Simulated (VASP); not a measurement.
# Sn2PdAu (P-3m1) in VASP: single point with LDA

Aim: the single point of Sn2PdAu with LDA.

Program: VASP 6.6.1. These are calculated values, not measurements. Logs are shortened: lines on timing, memory, paths and dates and some standing lists are left out, and cuts for length are marked.

## Step 1: The cell of the first run

Symmetry: P-3m1, No. 164, trigonal system. Conventional cell: a = 4.163 Å, b = 4.163 Å, c = 5.698 Å, α = 90.00°, β = 90.00°, γ = 120.00°. Within 3.7 Å of Sn (site symmetry 3m) lie 3 Pd at 2.75 Å and 3 Au at 2.84 Å and 3 Sn at 3.60 Å. Within 3.6 Å of Pd (site symmetry -3m) lie 6 Sn at 2.75 Å and 2 Au at 2.85 Å. Within 3.7 Å of Au (site symmetry -3m) lie 6 Sn at 2.84 Å and 2 Pd at 2.85 Å.

## Step 2: Single point, LDA

Input file INCAR:

```
SYSTEM = Sn2PdAu
PREC = Accurate
ENCUT = 520
EDIFF = 1E-7
ISMEAR = 0
SIGMA = 0.1
LREAL = .FALSE.
LASPH = .TRUE.
NELM = 100
ALGO = Normal
ISIF = 2
LWAVE = .FALSE.
LCHARG = .TRUE.
GGA = CA
LELF = .TRUE.
LVHAR = .TRUE.
NBANDS = 32
```

Input file KPOINTS:

```
regular mesh
0
G
  7 7 5
  0 0 0
```

Input file POSCAR:

```
Sn2PdAu
1.0
    4.1630200000      0.0000000000      0.0000000000
   -2.0815100000      3.6052800000      0.0000000000
    0.0000000000      0.0000000000      5.6983000000
Sn Pd Au
2 1 1
Direct
    0.3333333333      0.6666666667      0.2354700000
    0.6666666667      0.3333333333      0.7645300000
    0.0000000000      0.0000000000      0.0000000000
    0.0000000000      0.0000000000      0.5000000000
```

Potentials or basis: VASP PAW LDA potentials, release 64 (Sn_d, Pd, Au).

Launch:

```bash
$ cat potpaw_LDA.64/Sn_d/POTCAR potpaw_LDA.64/Pd/POTCAR potpaw_LDA.64/Au/POTCAR > POTCAR
$ mpirun -np 1 vasp_std > vasp.out
```

OUTCAR:

```text
SYSTEM = Sn2PdAu
   PREC = Accurate
   ENCUT = 520
   EDIFF = 1E-7
   ISMEAR = 0
   LREAL = .FALSE.
   LASPH = .TRUE.
   NELM = 100
   ISIF = 2
   GGA = CA

 ion  position               nearest neighbor table
   1  0.333  0.667  0.235-   3 2.75   3 2.75   3 2.75   4 2.84   4 2.84   4 2.84   2 3.60   2 3.60
                             2 3.60
   2  0.667  0.333  0.765-   3 2.75   3 2.75   3 2.75   4 2.84   4 2.84   4 2.84   1 3.60   1 3.60
                             1 3.60
   3  0.000  0.000  0.000-   1 2.75   2 2.75   2 2.75   1 2.75   2 2.75   1 2.75   4 2.85   4 2.85

   4  0.000  0.000  0.500-   1 2.84   2 2.84   2 2.84   1 2.84   2 2.84   1 2.84   3 2.85   3 2.85

  LATTYP: Found a hexagonal cell.
 ALAT       =     4.1630200000
 C/A-ratio  =     1.3687899650

  Lattice vectors:

 A1 = (   4.1630200000,   0.0000000000,   0.0000000000)
 A2 = (  -2.0815100000,   3.6052800000,   0.0000000000)
 A3 = (   0.0000000000,   0.0000000000,   5.6983000000)

Analysis of symmetry for initial positions (statically):
=====================================================================
 Subroutine PRICEL returns:
 Original cell was already a primitive cell.

 Routine SETGRP: Setting up the symmetry group for a
 hexagonal supercell.

 Subroutine GETGRP returns: Found 12 space group operations
 (whereof 12 operations were pure point group operations)
 out of a pool of 24 trial point group operations.

The static configuration has the point symmetry D_3d.

Analysis of symmetry for dynamics (positions and initial velocities):
=====================================================================
 Subroutine PRICEL returns:
 Original cell was already a primitive cell.

 Routine SETGRP: Setting up the symmetry group for a
 hexagonal supercell.

 Subroutine GETGRP returns: Found 12 space group operations
 (whereof 12 operations were pure point group operations)
 out of a pool of 24 trial point group operations.

The dynamic configuration has the point symmetry D_3d.

 Subroutine INISYM returns: Found 12 space group operations
 (whereof 12 operations are pure point group operations),
 and found     1 'primitive' translations

----------------------------------------------------------------------------------------

                                     Primitive cell

  volume of cell :      85.5249

  direct lattice vectors                    reciprocal lattice vectors
     4.163020000  0.000000000  0.000000000     0.240210232  0.138685484  0.000000000
    -2.081510000  3.605280000  0.000000000     0.000000000  0.277370967  0.000000000
     0.000000000  0.000000000  5.698300000     0.000000000  0.000000000  0.175490936

  length of vectors
     4.163020000  4.163019068  5.698300000     0.277370905  0.277370967  0.175490936

  position of ions in fractional coordinates (direct lattice)
     0.333333333  0.666666667  0.235470000
     0.666666667  0.333333333  0.764530000
     0.000000000  0.000000000  0.000000000
     0.000000000  0.000000000  0.500000000

  ion indices of the primitive-cell ions
   primitive index   ion index
                 1           1
                 2           2
                 3           3
                 4           4

----------------------------------------------------------------------------------------

 KPOINTS: regular mesh

Automatic generation of k-mesh.
 Grid dimensions read from file:
 generate k-points for:    7    7    5

 Generating k-lattice:

  Cartesian coordinates                     Fractional coordinates (reciprocal lattice)
     0.034315747  0.019812212  0.000000000     0.142857143 -0.000000000  0.000000000
     0.000000000  0.039624424  0.000000000     0.000000000  0.142857143  0.000000000
     0.000000000  0.000000000  0.035098187     0.000000000  0.000000000  0.200000000

  Length of vectors
     0.039624415  0.039624424  0.035098187

  Shift w.r.t. Gamma in fractional coordinates (k-lattice)
     0.000000000  0.000000000  0.000000000

 Subroutine IBZKPT returns following result:
 ===========================================

 Found     32 irreducible k-points:

 Following reciprocal coordinates:
            Coordinates               Weight
  0.000000  0.000000  0.000000      1.000000
  0.142857  0.000000  0.000000      6.000000
  0.285714  0.000000  0.000000      6.000000
  0.428571  0.000000  0.000000      6.000000
  0.142857  0.142857  0.000000      6.000000
  0.285714  0.142857  0.000000     12.000000
[... 16 lines left out ...]
  0.000000  0.142857  0.400000      6.000000
  0.285714  0.000000  0.400000      6.000000
 [... further k-points ...]
   k-points           NKPTS =     32   k-points in BZ     NKDIM =     32   number of bands    NBANDS=     32
   number of dos      NEDOS =    301   number of ions     NIONS =      4
   total plane-waves  NPLWV =  43008
   dimension x,y,z NGX =    32 NGY =   32 NGZ =   42
   dimension x,y,z NGXF=    64 NGYF=   64 NGZF=   84
   ions per type =               2   1   1
   NGX,Y,Z   is equivalent  to a cutoff of  12.78, 12.78, 12.25 a.u.
   NGXF,Y,Z  is equivalent  to a cutoff of  25.56, 25.56, 24.51 a.u.
 SYSTEM =  Sn2PdAu
   PREC   = accura    normal or accurate (medium, high low for compatibility)
   ISTART =      0    job   : 0-new  1-cont  2-samecut
   ICHARG =      2    charge: 1-file 2-atom 10-const
   ISPIN  =      1    spin polarized calculation?
   LNONCOLLINEAR =      F non collinear calculations
   LSORBIT =      F    spin-orbit coupling
   LASPH  =      T    aspherical Exc in radial PAW
   ENCUT  =  520.0 eV  38.22 Ry    6.18 a.u.   7.74  7.74 10.60*2*pi/ulx,y,z
   NELM   =    100;   NELMIN=  2; NELMDL= -5     # of ELM steps
   EDIFF  = 0.1E-06   stopping-criterion for ELM
   LREAL  =      F    real-space projection
   EDIFFG = 0.1E-05   stopping-criterion for IOM
   NSW    =      0    number of steps for IOM
   IBRION =     -1    ionic relax: 0-MD 1-quasi-New 2-CG
   NFREE  =      0    steps in history (QN), initial steepest desc. (CG)
   ISIF   =      2    stress and relaxation
   ISYM   =      2    0-nonsym 1-usesym 2-fastsym
   POTIM  = 0.5000    time-step for ionic-motion
   TEBEG  =    0.0;   TEEND  =   0.0 temperature during run
   PSTRESS=    0.0 pullay stress
   NELECT =      49.0000    total number of electrons
   NUPDOWN=      -1.0000    fix difference up-down
   EMIN   =  10.00;   EMAX   =-10.00  energy-range for DOS
   EFERMI =   0.00;   METHOD = LEGACY
   ISMEAR =     0;   SIGMA  =   0.10  broadening in eV -4-tet -1-fermi 0-gaus
   EFERMI_NEDOS =   21; number of points for ismear=-14 and -15
   IALGO  =     38    algorithm
   IMIX   =      4    mixing-type and parameters
     AMIX     =   0.40;   BMIX     =  1.00
     AMIX_MAG =   1.60;   BMIX_MAG =  1.00
  volume/ion in A,a.u.               =      21.38       144.29
  Fermi-wavevector in a.u.,A,eV,Ry     =   1.359698  2.569457 25.154176  1.848780
  Thomas-Fermi vector in A             =   2.486424
   LORBIT       =      0    0 simple, 1 ext, 2 COOP (PROOUT), +10 PAW based schemes
   GGA     = CA    functional components
   LHFCALC =     F    Hartree Fock is set to
   AEXX    =    0.0000 exact exchange contribution
   IVDW    =     0    specifies the selected vdW correction
   LEPSILON=     F    determine dielectric tensor
   LRPA    =     F    only Hartree local field effects (RPA)
 non-spin polarized calculation
 Gauss-broadening in eV      SIGMA  =   0.10
  energy-cutoff  :      520.00
  volume of cell :       85.52
 maximum number of plane-waves:      2331
 NGX is ok and might be reduce to    32
   NGX = 15   NGY = 15   NGZ = 21

 number of electron      48.9999991 magnetization

 Free energy of the ion-electron system (eV)
  ---------------------------------------------------
  ext. energy  EPLUGINS =         0.00000000
  ---------------------------------------------------
  free energy    TOTEN  =       -21.41162018 eV

  energy without entropy =      -21.40438150  energy(sigma->0) =      -21.40800084

 E-fermi :   8.5125     XC(G=0): -11.5246

 val. band max:        8.4743872172   @ k =   0.1429   0.0000   0.4000
 cond. band min:       8.5522360996   @ k =   0.2857   0.2857   0.2000
 fundamental gap:      0.0778488823
 Fermi energy:         8.5124637036

 k-point     1 :       0.0000    0.0000    0.0000
  band No.  band energies     occupation
      1     -12.8698      2.00000
      2     -12.8698      2.00000
      3     -12.8369      2.00000
      4     -12.8369      2.00000
      5     -12.8313      2.00000
      6     -12.8313      2.00000
[... 24 lines left out ...]
     31      15.0980      0.00000
     32      15.0980      0.00000

 k-point     2 :       0.1429    0.0000    0.0000
  band No.  band energies     occupation
      1     -12.8687      2.00000
      2     -12.8653      2.00000
      3     -12.8390      2.00000
      4     -12.8347      2.00000
      5     -12.8326      2.00000
      6     -12.8281      2.00000
[... 24 lines left out ...]
     31      15.5560      0.00000
     32      15.7680      0.00000

 k-point     3 :       0.2857    0.0000    0.0000
  band No.  band energies     occupation
      1     -12.8663      2.00000
      2     -12.8599      2.00000
      3     -12.8492      2.00000
      4     -12.8310      2.00000
      5     -12.8228      2.00000
      6     -12.8210      2.00000
[... 24 lines left out ...]
     31      14.8978      0.00000
     32      15.1221      0.00000

 k-point     4 :       0.4286    0.0000    0.0000
  band No.  band energies     occupation
      1     -12.8645      2.00000
      2     -12.8643      2.00000
      3     -12.8574      2.00000
      4     -12.8256      2.00000
      5     -12.8160      2.00000
      6     -12.8159      2.00000
[... 654 lines left out ...]
     31      15.3590      0.00000
     32      16.1149      0.00000

 k-point    23 :       0.0000    0.1429    0.4000
  band No.  band energies     occupation
      1     -12.8593      2.00000
      2     -12.8555      2.00000
      3     -12.8477      2.00000
      4     -12.8413      2.00000
      5     -12.8243      2.00000
      6     -12.8214      2.00000
[... 24 lines left out ...]
     31      15.2800      0.00000
     32      15.7275      0.00000

 k-point    24 :       0.2857    0.0000    0.4000
  band No.  band energies     occupation
      1     -12.8622      2.00000
      2     -12.8553      2.00000
      3     -12.8468      2.00000
      4     -12.8358      2.00000
      5     -12.8317      2.00000
      6     -12.8212      2.00000
[... 24 lines left out ...]
     31      16.8509      0.00000
     32      17.4401      0.00000

 [... further k-points ...]

------------------------ aborting loop because EDIFF is reached ----------------------------------------

  FORCE on cell =-STRESS in cart. coord.  units (eV):
  Direction    XX          YY          ZZ          XY          YZ          ZX
  --------------------------------------------------------------------------------------
  -------------------------------------------------------------------------------------
  Total       -2.3580831     -2.3580817     -3.0894522      0.0000000      0.0000000      0.0000000
  in kB      -44.1750335    -44.1750071    -57.8760997      0.0000000      0.0000000      0.0000000
  external PRESSURE =     -48.7420468 kB  Pullay stress =       0.0000000 kB

 VOLUME and BASIS-vectors are now :
 -----------------------------------------------------------------------------
  energy-cutoff  :      520.00
  volume of cell :       85.52
      direct lattice vectors                 reciprocal lattice vectors
     4.163020000  0.000000000  0.000000000     0.240210232  0.138685484  0.000000000
    -2.081510000  3.605280000  0.000000000     0.000000000  0.277370967  0.000000000
     0.000000000  0.000000000  5.698300000     0.000000000  0.000000000  0.175490936

 POSITION                                       TOTAL-FORCE (eV/Angst)
 -----------------------------------------------------------------------------------
     -0.00000      2.40352      1.34178        -0.000000     -0.000000     -0.035173
      2.08151      1.20176      4.35652         0.000000      0.000000      0.035173
      0.00000      0.00000      0.00000         0.000000      0.000000      0.000000
      0.00000      0.00000      2.84915         0.000000      0.000000      0.000000
 -----------------------------------------------------------------------------------
    total drift:                               -0.000000      0.000000      0.000000

  FREE ENERGIE OF THE ION-ELECTRON SYSTEM (eV)
  ---------------------------------------------------
  free  energy   TOTEN  =       -21.4116201758 eV

  energy  without entropy=      -21.4043815029  energy(sigma->0) =      -21.40800084
```

Run time: 82 s. Hardware: 1 thread of Intel Xeon 8259CL, shared host; peak memory 0.23 GiB.

What came out:

```yaml
Free_energy: -21.4116 eV
Pressure: -4.9 GPa
Largest_force: 0.035 eV/Å
Band_gap_on_the_k_mesh: zero (an odd number of electrons rules out a gap without spin polarisation)
```

Forces in eV/Å, atoms in the order of the input:
```
Sn   0.000  0.000 -0.035
Sn   0.000  0.000  0.035
Pd   0.000  0.000  0.000
Au   0.000  0.000  0.000
```

Levels at points of the mesh, in eV from the Fermi level:
| k point | band 20 | band 21 | band 22 | band 23 | band 24 | band 25 | band 26 | band 27 | band 28 | band 29 |
| --- | --- | --- | --- | --- | --- | --- | --- | --- | --- | --- |
| (0.00, 0.00, 0.00) | -3.53 | -2.67 | -2.67 | -0.40 | 1.81 | 1.81 | 3.82 | 4.21 | 4.21 | 4.54 |

Caveat: the cell stands under tension; spin-orbit coupling is left out, which moves the levels of the heavy elements.

The gap in the log of VASP goes by the Fermi energy; the results here count the filled bands.